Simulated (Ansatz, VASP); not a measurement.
One calculation of I, two programs

```
CELL_PARAMETERS angstrom
4.82751 0.00000 0.00000
-2.41375 4.18074 0.00000
0.00000 0.00000 10.79890
ATOMIC_POSITIONS crystal
I 0.33333 0.66667 0.37651
I 0.66667 0.33333 0.87651
I 0.66667 0.33333 0.62349
I 0.33333 0.66667 0.12349
```

Alike in both runs: functional PBE; k mesh 9 × 9 × 4; occupations gaussian, width 0.01 eV; no spin polarisation.

Ansatz relaxed the structure, and its values are those at the end. VASP's run is a single point on that final structure, the one shown.

```csv
,VASP,Ansatz
version,VASP 6.6.1,Ansatz 0.2.0
potentials or method,"VASP PAW PBE potentials, release 64 (I), cutoff 520 eV","scalar-relativistic, plane waves, PAW"
valence electrons in the cell,28,68
```

```csv
,VASP,Ansatz,Ansatz less VASP
gap on the k mesh at the Fermi level (eV),0.29,0.29,-0.007
least direct gap on the mesh (eV),0.35,0.34,-0.007
pressure (GPa),0.0,0.0,+0.02
rms of the force components (eV/Å),0.010,0.000,-0.0094
```

The functional is the same, so the differences come from potentials, cutoffs and numerics. VASP's potentials hold 28 valence electrons a cell and Ansatz's 68, so a difference there can come from the potentials and not from the codes.

Spin-orbit coupling is off throughout.
